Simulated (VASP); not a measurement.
# GaN in VASP: a series of runs, part 2 of 2

VASP 6.6.1.

### Step 4. Electric field gradients, PBEsol (equal xy, yz and zx shear strains of +3 %)

INCAR reads:

```
SYSTEM = GaN
PREC = Accurate
ENCUT = 520
EDIFF = 1E-8
ISMEAR = -1
SIGMA = 0.02
LREAL = .False.
LASPH = .True.
NELM = 80
ALGO = Normal
ISIF = 2
LWAVE = .False.
LCHARG = .False.
GGA = PS
LEFG = .True.
NBANDS = 16
```

KPOINTS reads:

```
regular mesh
0
Gamma
  13 13 13
  0 0 0
```

POSCAR reads:

```
GaN
1.0
    0.0597750000      2.0223875000      2.0223875000
    2.0223875000      0.0597750000      2.0223875000
    2.0223875000      2.0223875000      0.0597750000
Ga N
1 1
Direct
    0.5000000000      0.5000000000      0.5000000000
    0.0000000000      0.0000000000      0.0000000000
```

Potentials or basis: VASP PAW PBE potentials, release 64 (Ga_d, N).

Command:

```
$ cat potpaw_PBE.64/Ga_d/POTCAR potpaw_PBE.64/N/POTCAR > POTCAR
$ mpirun -np 1 vasp_std > vasp.out
```

OUTCAR:

```text
SYSTEM = GaN
   PREC = Accurate
   ENCUT = 520
   EDIFF = 1E-8
   ISMEAR = -1
   LREAL = .False.
   LASPH = .True.
   NELM = 80
   ISIF = 2
   GGA = PS

 ion  position               nearest neighbor table
   1  0.500  0.500  0.500-   2 1.99   2 1.99   2 1.99   2 1.99   2 1.99   2 1.99
   2  0.000  0.000  0.000-   1 1.99   1 1.99   1 1.99   1 1.99   1 1.99   1 1.99

  LATTYP: Found a trigonal (rhomboedric) cell.
 ALAT       =     2.8607124027
 COS(alpha) =     0.5293254421

  Lattice vectors:

 A1 = (   0.0597750000,   2.0223875000,   2.0223875000)
[... 670 lines left out ...]
  free  energy   TOTEN  =       -11.7418731853 eV

  energy  without entropy=      -11.7418731853  energy(sigma->0) =      -11.74187319

 Electric field gradients (V/A^2)
---------------------------------------------------------------------
 ion       V_xx      V_yy      V_zz      V_xy      V_xz      V_yz
---------------------------------------------------------------------
   1      -0.000    -0.000    -0.000    -3.081    -3.081    -3.081
   2      -0.000    -0.000     0.000     7.368     7.368     7.368
---------------------------------------------------------------------

 Electric field gradients after diagonalization (V/A^2)
 (convention: |V_zz| > |V_xx| > |V_yy|)
----------------------------------------------------------------------
 ion       V_xx      V_yy      V_zz     asymmetry (V_yy - V_xx)/ V_zz
----------------------------------------------------------------------
   1       3.081     3.081    -6.161       0.000
   2      -7.368    -7.368    14.736       0.000
----------------------------------------------------------------------

           NMR quadrupolar parameters

 Cq : quadrupolar parameter    Cq=e*Q*V_zz/h
 eta: asymmetry parameters     (V_yy - V_xx)/ V_zz
 Q  : nuclear electric quadrupole moment in mb (millibarn)
----------------------------------------------------------------------
 ion       Cq(MHz)       eta       Q (mb)
----------------------------------------------------------------------
   1      -0.015       0.000       1.000
   2       0.036       0.000       1.000
----------------------------------------------------------------------
```

stdout:

```text
POSCAR found type information on POSCAR GaN
 POSCAR found :  2 types and       2 ions
 scaLAPACK will be used
 -----------------------------------------------------------------------------
|                                                                             |
|                                                                             |
|     You enforced a specific xc type in the INCAR file but a different       |
|     I HOPE YOU KNOW WHAT YOU ARE DOING!                                     |
|                                                                             |
 -----------------------------------------------------------------------------

 LDA part: xc-table for (Slater+PW92), standard interpolation
 POSCAR, INCAR and KPOINTS ok, starting setup
 FFT: planning ... GRIDC
 FFT: planning ... GRID_SOFT
 FFT: planning ... GRID
 WAVECAR not read
 entering main loop
ion   1

ion   2
```

Run time: 51 s. Hardware: 1 thread of Intel Xeon Platinum 8259CL at 2.50GHz (Skylake/Cascade Lake), shared host; peak memory 0.18 GiB.

What came out:

```
Free energy            : -11.7419 eV
Pressure               : 59.8 GPa
Band gap on the k mesh : 1.61 eV, indirect (least direct gap 4.91 eV)
```

Electric field gradients, principal values (V/Å²):
| atom | least | middle | greatest (by size) |
| --- | --- | --- | --- |
| 1 Ga | 3.081 | 3.081 | -6.161 |
| 2 N | -7.368 | -7.368 | 14.736 |

Caveat: the cell differs from its parent crystal (equal xy, yz and zx shear strains of +3 %); without QUAD_EFG the Cq values of the log hold for a quadrupole moment of 1 mb, not for the nuclei; the PAW data sets were made with another functional, which shifts forces and pressure a little. A k mesh can miss the band edges.

### Step 5. Electric field gradients, PBEsol (equal xx and yy strain of -2 %)

INCAR reads:

```
SYSTEM = GaN
PREC = Accurate ; ENCUT = 520
EDIFF = 1E-8 ; ISMEAR = -1
SIGMA = 0.02 ; LREAL = .False.
LASPH = .True. ; NELM = 100
ALGO = Normal ; ISIF = 2
LWAVE = .False. ; LCHARG = .False.
GGA = PS ; LEFG = .True.
NBANDS = 16
```

KPOINTS reads:

```
Automatic mesh
0
Gamma
  13 13 13
  0 0 0
```

POSCAR reads:

```
GaN
1.0
    0.0000000000      1.9526500000      1.9925000000
    1.9526500000      0.0000000000      1.9925000000
    1.9526500000      1.9526500000      0.0000000000
Ga N
1 1
Direct
    0.5000000000      0.5000000000      0.5000000000
    0.0000000000      0.0000000000      0.0000000000
```

Potentials or basis: VASP PAW PBE potentials, release 64 (Ga_d, N).

Command:

```
$ cat potpaw_PBE.64/Ga_d/POTCAR potpaw_PBE.64/N/POTCAR > POTCAR
$ mpirun -np 1 vasp_std > vasp.out
```

OUTCAR:

```text
SYSTEM = GaN
   PREC = Accurate
   ENCUT = 520
   EDIFF = 1E-8
   ISMEAR = -1
   LREAL = .False.
   LASPH = .True.
   NELM = 100
   ISIF = 2
   GGA = PS

 ion  position               nearest neighbor table
   1  0.500  0.500  0.500-   2 1.95   2 1.95   2 1.95   2 1.95   2 1.99   2 1.99
   2  0.000  0.000  0.000-   1 1.95   1 1.95   1 1.95   1 1.95   1 1.99   1 1.99

  LATTYP: Found a body centered tetragonal cell.
 ALAT       =     2.7614641126
 C/A-ratio  =     1.4430750636

  Lattice vectors:

 A1 = (  -1.9526500000,   0.0000000000,   1.9925000000)
 A2 = (   1.9526500000,   0.0000000000,   1.9925000000)
 A3 = (   0.0000000000,   1.9526500000,  -1.9925000000)

Analysis of symmetry for initial positions (statically):
=====================================================================
 Subroutine PRICEL returns:
 Original cell was already a primitive cell.

 Routine SETGRP: Setting up the symmetry group for a
[... 647 lines left out ...]
      direct lattice vectors                 reciprocal lattice vectors
     0.000000000  1.952650000  1.992500000    -0.256062274  0.256062274  0.250941029
     1.952650000  0.000000000  1.992500000     0.256062274 -0.256062274  0.250941029
     1.952650000  1.952650000  0.000000000     0.256062274  0.256062274 -0.250941029

 POSITION                                       TOTAL-FORCE (eV/Angst)
 -----------------------------------------------------------------------------------
      1.95265      1.95265      1.99250         0.000000     -0.000000      0.000000
      0.00000      0.00000      0.00000        -0.000000      0.000000      0.000000
 -----------------------------------------------------------------------------------
    total drift:                                0.000000     -0.000000      0.000000

  FREE ENERGIE OF THE ION-ELECTRON SYSTEM (eV)
  ---------------------------------------------------
  free  energy   TOTEN  =       -11.5016693340 eV

  energy  without entropy=      -11.5016693340  energy(sigma->0) =      -11.50166933

 Electric field gradients (V/A^2)
---------------------------------------------------------------------
 ion       V_xx      V_yy      V_zz      V_xy      V_xz      V_yz
---------------------------------------------------------------------
   1     -10.959   -10.959    21.919    -0.002    -0.001    -0.001
   2       0.076     0.076    -0.152     0.000     0.000     0.000
---------------------------------------------------------------------

 Electric field gradients after diagonalization (V/A^2)
 (convention: |V_zz| > |V_xx| > |V_yy|)
----------------------------------------------------------------------
 ion       V_xx      V_yy      V_zz     asymmetry (V_yy - V_xx)/ V_zz
----------------------------------------------------------------------
   1     -10.962   -10.957    21.919       0.000
   2       0.076     0.075    -0.152       0.006
----------------------------------------------------------------------

           NMR quadrupolar parameters

 Cq : quadrupolar parameter    Cq=e*Q*V_zz/h
 eta: asymmetry parameters     (V_yy - V_xx)/ V_zz
 Q  : nuclear electric quadrupole moment in mb (millibarn)
----------------------------------------------------------------------
 ion       Cq(MHz)       eta       Q (mb)
----------------------------------------------------------------------
   1       0.053       0.000       1.000
   2      -0.000       0.006       1.000
----------------------------------------------------------------------
```

stdout:

```text
POSCAR found type information on POSCAR GaN
 POSCAR found :  2 types and       2 ions
 scaLAPACK will be used
 -----------------------------------------------------------------------------
|                                                                             |
|                                                                             |
|     You enforced a specific xc type in the INCAR file but a different       |
|     I HOPE YOU KNOW WHAT YOU ARE DOING!                                     |
|                                                                             |
 -----------------------------------------------------------------------------

 LDA part: xc-table for (Slater+PW92), standard interpolation
 POSCAR, INCAR and KPOINTS ok, starting setup
 FFT: planning ... GRIDC
 FFT: planning ... GRID_SOFT
 FFT: planning ... GRID
 WAVECAR not read
 entering main loop
ion   1

ion   2
```

Wall time 56 s (1 thread of Intel Xeon Platinum 8259CL at 2.50GHz (Skylake/Cascade Lake), shared host); peak memory 0.17 GiB.

Results:

| Quantity | Value |
| --- | --- |
| Free energy | -11.5017 eV |
| Pressure | 80.5 GPa |
| Band gap on the k mesh | 1.96 eV, indirect (least direct gap 5.63 eV) |

Stress tensor (GPa, compression positive):
```
84.50  0.00  0.00
 0.00 84.50  0.00
 0.00  0.00 72.45
```

Electric field gradients, principal values (V/Å²):
```tsv
atom	least	middle	greatest (by size)
1 Ga	-10.957	-10.962	21.919
2 N	0.075	0.076	-0.152
```

Caveat: the cell differs from its parent crystal (equal xx and yy strain of -2 %); without QUAD_EFG the Cq values of the log hold for a quadrupole moment of 1 mb, not for the nuclei; the PAW data sets were made with another functional, which shifts forces and pressure a little. A k mesh can miss the band edges.

### Step 6. Summary

| cell | gap on the mesh (eV) | pressure (GPa) |
| --- | --- | --- |
| a = 2.790 Å, angles 61.3°, 2 atoms | 1.71 | 59.6 |
| a = 2.832 Å, angles 59.3°, 2 atoms | 1.76 | 59.5 |
| a = 2.861 Å, angles 58.0°, 2 atoms | 1.61 | 59.8 |
| a = 2.790, b = 2.790, c = 2.761 Å, angles 60.3, 60.3, 59.3°, 2 atoms | 1.96 | 80.5 |

Alike in all rows: task electric field gradients; level PBEsol; potentials or basis VASP PAW PBE potentials, release 64 (Ga_d, N); no spin polarisation; k mesh 13 × 13 × 13; cutoff (eV) 520; smearing fermi-dirac 0.02 eV.

Caveats: the PAW data sets were made with another functional, which shifts forces and pressure a little.

Absolute energies hang on the potentials; compare differences alone.
